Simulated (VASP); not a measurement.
Crystal: VH.

```
V H
1.0
     0.00000    1.96375    1.96375
     1.96375    0.00000    1.96375
     1.96375    1.96375    0.00000
V H
1 1
Direct
  0.00000 0.00000 0.00000
  0.50000 0.50000 0.50000
```

Base run:

```yaml
Program: VASP 6.6.1
Functional: r2SCAN
Potentials_or_basis: VASP PAW PBE potentials, release 64 (V_sv, H)
Cutoff: 520 eV
k_mesh: 13 × 13 × 13
Occupations: fermi-dirac, width 0.05 eV
Spin: collinear spin, ferromagnetic start
Starting_moments: "[0.95, 0.05] μB"
Fixed_moment: 1.3 μB
```

Its results: pressure 6.0 GPa; site moments V +1.15; H -0.01 μB.

Problem. The run is repeated on the same cell with these changes: fixed moment from 1.3 μB to 1.8 μB; moments at the start from [0.95, 0.05] to [1.28, 0.06]. What comes out?

Solution. Pressure 11.4 GPa; site moments V +1.57; H -0.02 μB.

Caveats: the cell stands under pressure; the PAW data sets were made with another functional, which shifts forces and pressure a little; the total moment is fixed, so each spin has its own Fermi level and the state may be an excited one.
